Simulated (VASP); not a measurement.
# BN (R3m) in VASP: further runs

The runs below take BN through electric field gradients, with PBE.

Program: VASP 6.6.1. These are calculated values, not measurements. Logs are shortened: lines on timing, memory, paths and dates and some standing lists are left out, and cuts for length are marked.

## (1) The cell of the first run

Symmetry: R3m, No. 160, trigonal system. Conventional cell: a = 2.595 Å, b = 2.595 Å, c = 6.074 Å, α = 90.00°, β = 90.00°, γ = 120.00°. Within 2.0 Å of B (site symmetry 3m) lie 4 N at 1.52 to 1.58 Å. N (site symmetry 3m) has 4 B at 1.52 to 1.58 Å within 2.0 Å.

## (2) Electric field gradients, PBE (equal xy, yz and zx shear strains of -3 %)

The input, INCAR:

```
PREC = Accurate
ENCUT = 520
EDIFF = 1E-8
ISMEAR = -1
SIGMA = 0.03
LREAL = False
LASPH = True
NELM = 60
ALGO = Normal
ISIF = 2
LWAVE = False
LCHARG = False
GGA = PE
LEFG = True
NBANDS = 11
```

The input, KPOINTS:

```
Automatic mesh
0
Gamma
  13 13 13
```

The input, POSCAR:

```
BN
1.0
   -0.0542250000      1.7803875000      1.7803875000
    1.7803875000     -0.0542250000      1.7803875000
    1.7803875000      1.7803875000     -0.0542250000
B N
1 1
Direct
    0.0000000000      0.0000000000      0.0000000000
    0.7500000000      0.7500000000      0.7500000000
```

Potentials or basis: VASP PAW PBE potentials, release 64 (B, N).

Command:

```bash
$ cat potpaw_PBE.64/B/POTCAR potpaw_PBE.64/N/POTCAR > POTCAR
$ mpirun -np 1 vasp_std > vasp.out
```

OUTCAR:

```text
PREC = Accurate
   ENCUT = 520
   EDIFF = 1E-8
   ISMEAR = -1
   LREAL = False
   LASPH = True
   NELM = 60
   ISIF = 2
   GGA = PE

 ion  position               nearest neighbor table
   1  0.000  0.000  0.000-   2 1.52   2 1.58   2 1.58   2 1.58
   2  0.750  0.750  0.750-   1 1.52   1 1.58   1 1.58   1 1.58

  LATTYP: Found a trigonal (rhomboedric) cell.
 ALAT       =     2.5184319826
 COS(alpha) =     0.4693254694

  Lattice vectors:

 A1 = (  -0.0542250000,   1.7803875000,   1.7803875000)
 A2 = (   1.7803875000,  -0.0542250000,   1.7803875000)
 A3 = (   1.7803875000,   1.7803875000,  -0.0542250000)

Analysis of symmetry for initial positions (statically):
=====================================================================
 Subroutine PRICEL returns:
 Original cell was already a primitive cell.

 Routine SETGRP: Setting up the symmetry group for a
 trigonal (rhombohedral) supercell.

 Subroutine GETGRP returns: Found  6 space group operations
 (whereof  6 operations were pure point group operations)
 out of a pool of 12 trial point group operations.

The static configuration has the point symmetry C_3v.

Analysis of symmetry for dynamics (positions and initial velocities):
=====================================================================
 Subroutine PRICEL returns:
 Original cell was already a primitive cell.

 Routine SETGRP: Setting up the symmetry group for a
 trigonal (rhombohedral) supercell.

 Subroutine GETGRP returns: Found  6 space group operations
 (whereof  6 operations were pure point group operations)
 out of a pool of 12 trial point group operations.

The dynamic configuration has the point symmetry C_3v.

 Subroutine INISYM returns: Found  6 space group operations
 (whereof  6 operations are pure point group operations),
 and found     1 'primitive' translations

----------------------------------------------------------------------------------------

                                     Primitive cell

  volume of cell :      11.8024

  direct lattice vectors                    reciprocal lattice vectors
    -0.054225000  1.780387500  1.780387500    -0.268322625  0.276751608  0.276751608
     1.780387500 -0.054225000  1.780387500     0.276751608 -0.268322625  0.276751608
     1.780387500  1.780387500 -0.054225000     0.276751608  0.276751608 -0.268322625

  length of vectors
     2.518431983  2.518431983  2.518431983     0.474531280  0.474531280  0.474531280

  position of ions in fractional coordinates (direct lattice)
     0.000000000  0.000000000  0.000000000
     0.750000000  0.750000000  0.750000000

  ion indices of the primitive-cell ions
   primitive index   ion index
                 1           1
                 2           2

----------------------------------------------------------------------------------------

 KPOINTS: Automatic mesh

Automatic generation of k-mesh.
 Grid dimensions read from file:
 generate k-points for:   13   13   13

 Generating k-lattice:

  Cartesian coordinates                     Fractional coordinates (reciprocal lattice)
    -0.020640202  0.021288585  0.021288585     0.076923077 -0.000000000 -0.000000000
     0.021288585 -0.020640202  0.021288585    -0.000000000  0.076923077 -0.000000000
     0.021288585  0.021288585 -0.020640202    -0.000000000 -0.000000000  0.076923077

  Length of vectors
     0.036502406  0.036502406  0.036502406

  Shift w.r.t. Gamma in fractional coordinates (k-lattice)
     0.000000000  0.000000000  0.000000000

 Subroutine IBZKPT returns following result:
 ===========================================

 Found    231 irreducible k-points:

 Following reciprocal coordinates:
            Coordinates               Weight
  0.000000  0.000000  0.000000      1.000000
  0.076923  0.000000  0.000000      6.000000
  0.153846  0.000000  0.000000      6.000000
  0.230769  0.000000  0.000000      6.000000
  0.307692  0.000000  0.000000      6.000000
  0.384615  0.000000  0.000000      6.000000
[... 16 lines left out ...]
  0.384615  0.153846  0.000000     12.000000
  0.461538  0.153846  0.000000     12.000000
 [... further k-points ...]
   k-points           NKPTS =    231   k-points in BZ     NKDIM =    231   number of bands    NBANDS=     11
   number of dos      NEDOS =    301   number of ions     NIONS =      2
   total plane-waves  NPLWV =   8000
   dimension x,y,z NGX =    20 NGY =   20 NGZ =   20
   dimension x,y,z NGXF=    40 NGYF=   40 NGZF=   40
   ions per type =               1   1
   NGX,Y,Z   is equivalent  to a cutoff of  13.20, 13.20, 13.20 a.u.
   NGXF,Y,Z  is equivalent  to a cutoff of  26.40, 26.40, 26.40 a.u.
 SYSTEM =  unknown system
   PREC   = accura    normal or accurate (medium, high low for compatibility)
   ISTART =      0    job   : 0-new  1-cont  2-samecut
   ICHARG =      2    charge: 1-file 2-atom 10-const
   ISPIN  =      1    spin polarized calculation?
   LNONCOLLINEAR =      F non collinear calculations
   LSORBIT =      F    spin-orbit coupling
   LASPH  =      T    aspherical Exc in radial PAW
   ENCUT  =  520.0 eV  38.22 Ry    6.18 a.u.   4.68  4.68  4.68*2*pi/ulx,y,z
   NELM   =     60;   NELMIN=  2; NELMDL= -5     # of ELM steps
   EDIFF  = 0.1E-07   stopping-criterion for ELM
   LREAL  =      F    real-space projection
   EDIFFG = 0.1E-06   stopping-criterion for IOM
   NSW    =      0    number of steps for IOM
   IBRION =     -1    ionic relax: 0-MD 1-quasi-New 2-CG
   NFREE  =      0    steps in history (QN), initial steepest desc. (CG)
   ISIF   =      2    stress and relaxation
   ISYM   =      2    0-nonsym 1-usesym 2-fastsym
   POTIM  = 0.5000    time-step for ionic-motion
   TEBEG  =    0.0;   TEEND  =   0.0 temperature during run
   PSTRESS=    0.0 pullay stress
   NELECT =       8.0000    total number of electrons
   NUPDOWN=      -1.0000    fix difference up-down
   EMIN   =  10.00;   EMAX   =-10.00  energy-range for DOS
   EFERMI =   0.00;   METHOD = LEGACY
   ISMEAR =    -1;   SIGMA  =   0.03  broadening in eV -4-tet -1-fermi 0-gaus
   EFERMI_NEDOS =   21; number of points for ismear=-14 and -15
   IALGO  =     38    algorithm
   IMIX   =      4    mixing-type and parameters
     AMIX     =   0.40;   BMIX     =  1.00
     AMIX_MAG =   1.60;   BMIX_MAG =  1.00
  volume/ion in A,a.u.               =       5.90        39.82
  Fermi-wavevector in a.u.,A,eV,Ry     =   1.438076  2.717570 28.137710  2.068063
  Thomas-Fermi vector in A             =   2.557083
   LORBIT       =      0    0 simple, 1 ext, 2 COOP (PROOUT), +10 PAW based schemes
   GGA     = PE    functional components
   LHFCALC =     F    Hartree Fock is set to
   AEXX    =    0.0000 exact exchange contribution
   IVDW    =     0    specifies the selected vdW correction
   LEPSILON=     F    determine dielectric tensor
   LRPA    =     F    only Hartree local field effects (RPA)
 non-spin polarized calculation
  energy-cutoff  :      520.00
  volume of cell :       11.80
 maximum number of plane-waves:       325
   NGX =  9   NGY =  9   NGZ =  9

 number of electron       8.0000000 magnetization

 Free energy of the ion-electron system (eV)
  ---------------------------------------------------
  ext. energy  EPLUGINS =         0.00000000
  ---------------------------------------------------
  free energy    TOTEN  =       -17.40285560 eV

  energy without entropy =      -17.40285560  energy(sigma->0) =      -17.40285560

 E-fermi :   7.9977     XC(G=0): -12.8245

 val. band max:        7.4838890055   @ k =   0.0000   0.0000   0.0000
 cond. band min:      11.8929449733   @ k =   0.4615   0.4615   0.0000
 fundamental gap:      4.4090559677
 Fermi energy:         7.9977129907

 k-point     1 :       0.0000    0.0000    0.0000
  band No.  band energies     occupation
      1     -12.8339      2.00000
      2       7.3666      2.00000
      3       7.3666      2.00000
      4       7.4839      2.00000
      5      15.8368      0.00000
      6      15.8368      0.00000
      7      16.3065      0.00000
      8      18.5697      0.00000
      9      32.1784      0.00000
     10      35.2174      0.00000
     11      35.2174      0.00000

 k-point     2 :       0.0769    0.0000    0.0000
  band No.  band energies     occupation
      1     -12.6930      2.00000
      2       6.5503      2.00000
      3       7.2283      2.00000
      4       7.3270      2.00000
      5      16.0632      0.00000
      6      16.0846      0.00000
      7      16.7427      0.00000
      8      18.8294      0.00000
      9      31.9747      0.00000
     10      32.9924      0.00000
     11      33.6364      0.00000

 k-point     3 :       0.1538    0.0000    0.0000
  band No.  band energies     occupation
      1     -12.2748      2.00000
      2       4.6441      2.00000
      3       6.8818      2.00000
      4       6.9470      2.00000
      5      16.5012      0.00000
      6      16.6177      0.00000
      7      17.6336      0.00000
      8      19.6305      0.00000
      9      31.3600      0.00000
     10      31.4021      0.00000
     11      32.4056      0.00000

 k-point     4 :       0.2308    0.0000    0.0000
  band No.  band energies     occupation
      1     -11.5957      2.00000
      2       2.3788      2.00000
      3       6.4631      2.00000
      4       6.4818      2.00000
      5      16.9144      0.00000
      6      17.2182      0.00000
      7      18.3295      0.00000
      8      20.7234      0.00000
      9      30.6416      0.00000
     10      30.8856      0.00000
     11      31.9701      0.00000
[... 239 lines left out ...]
 k-point    22 :       0.3077    0.1538    0.0000
  band No.  band energies     occupation
      1     -10.8140      2.00000
      2       1.7072      2.00000
      3       5.0397      2.00000
      4       5.3297      2.00000
      5      15.6289      0.00000
      6      19.0545      0.00000
      7      19.7517      0.00000
      8      20.6885      0.00000
      9      26.7377      0.00000
     10      33.7090      0.00000
     11      35.4565      0.00000

 k-point    23 :       0.3846    0.1538    0.0000
  band No.  band energies     occupation
      1      -9.8806      2.00000
      2      -0.3106      2.00000
      3       4.7346      2.00000
      4       4.8578      2.00000
      5      16.1420      0.00000
      6      19.3675      0.00000
      7      20.1534      0.00000
      8      20.9886      0.00000
      9      27.5769      0.00000
     10      33.5032      0.00000
     11      35.4939      0.00000

 k-point    24 :       0.4615    0.1538    0.0000
  band No.  band energies     occupation
      1      -8.9261      2.00000
      2      -1.9791      2.00000
      3       4.2324      2.00000
      4       4.7686      2.00000
      5      16.5341      0.00000
      6      19.3891      0.00000
      7      20.3182      0.00000
      8      21.7859      0.00000
      9      28.1665      0.00000
     10      33.5368      0.00000
     11      35.2862      0.00000

 [... further k-points ...]
[... 5 lines left out ...]
  --------------------------------------------------------------------------------------
  -------------------------------------------------------------------------------------
  Total        0.3375051      0.3375051      0.3375051      1.0398713      1.0398713      1.0398713
  in kB       45.8165335     45.8165335     45.8165335    141.1631767    141.1631767    141.1631767
  external PRESSURE =      45.8165335 kB  Pullay stress =       0.0000000 kB

 VOLUME and BASIS-vectors are now :
 -----------------------------------------------------------------------------
  energy-cutoff  :      520.00
  volume of cell :       11.80
      direct lattice vectors                 reciprocal lattice vectors
    -0.054225000  1.780387500  1.780387500    -0.268322625  0.276751608  0.276751608
     1.780387500 -0.054225000  1.780387500     0.276751608 -0.268322625  0.276751608
     1.780387500  1.780387500 -0.054225000     0.276751608  0.276751608 -0.268322625

 POSITION                                       TOTAL-FORCE (eV/Angst)
 -----------------------------------------------------------------------------------
      0.00000      0.00000      0.00000         0.120375      0.120375      0.120375
      2.62991      2.62991      2.62991        -0.120375     -0.120375     -0.120375
 -----------------------------------------------------------------------------------
    total drift:                                0.000016      0.000016      0.000016

  FREE ENERGIE OF THE ION-ELECTRON SYSTEM (eV)
  ---------------------------------------------------
  free  energy   TOTEN  =       -17.4028556003 eV

  energy  without entropy=      -17.4028556003  energy(sigma->0) =      -17.40285560

 Electric field gradients (V/A^2)
---------------------------------------------------------------------
 ion       V_xx      V_yy      V_zz      V_xy      V_xz      V_yz
---------------------------------------------------------------------
   1       0.000     0.000     0.000    -1.959    -1.959    -1.959
   2       0.000    -0.000    -0.000    -4.952    -4.952    -4.952
---------------------------------------------------------------------

 Electric field gradients after diagonalization (V/A^2)
 (convention: |V_zz| > |V_xx| > |V_yy|)
----------------------------------------------------------------------
 ion       V_xx      V_yy      V_zz     asymmetry (V_yy - V_xx)/ V_zz
----------------------------------------------------------------------
   1       1.959     1.959    -3.917       0.000
   2       4.952     4.952    -9.905       0.000
----------------------------------------------------------------------

           NMR quadrupolar parameters

 Cq : quadrupolar parameter    Cq=e*Q*V_zz/h
 eta: asymmetry parameters     (V_yy - V_xx)/ V_zz
 Q  : nuclear electric quadrupole moment in mb (millibarn)
----------------------------------------------------------------------
 ion       Cq(MHz)       eta       Q (mb)
----------------------------------------------------------------------
   1      -0.009       0.000       1.000
   2      -0.024       0.000       1.000
----------------------------------------------------------------------
```

It took 41 s on 1 thread of AMD EPYC 7R13, shared host; peak memory 0.11 GiB.

Results:

* Free energy: -17.4029 eV
* Pressure: 4.6 GPa
* Largest force: 0.208 eV/Å
* Band gap on the k mesh: 4.41 eV, indirect (least direct gap 8.35 eV)

Forces on the atoms (eV/Å):
```
B    0.120  0.120  0.120
N   -0.120 -0.120 -0.120
```

Levels at points of the mesh, in eV from the valence-band top:
| k point | band 1 | band 2 | band 3 | band 4 | band 5 | band 6 | band 7 | band 8 | band 9 |
| --- | --- | --- | --- | --- | --- | --- | --- | --- | --- |
| (0.00, 0.00, 0.00) | -20.32 | -0.12 | -0.12 | 0.00 | 8.35 | 8.35 | 8.82 | 11.09 | 24.69 |

Electric field gradients, principal values (V/Å²):
```csv
atom,least,middle,greatest (by size)
1 B,1.959,1.959,-3.917
2 N,4.952,4.952,-9.905
```

Caveat: the cell differs from its parent crystal (equal xy, yz and zx shear strains of -3 %); without QUAD_EFG the Cq values of the log hold for a quadrupole moment of 1 mb, not for the nuclei.

(Part 1 of 2 ends here.)
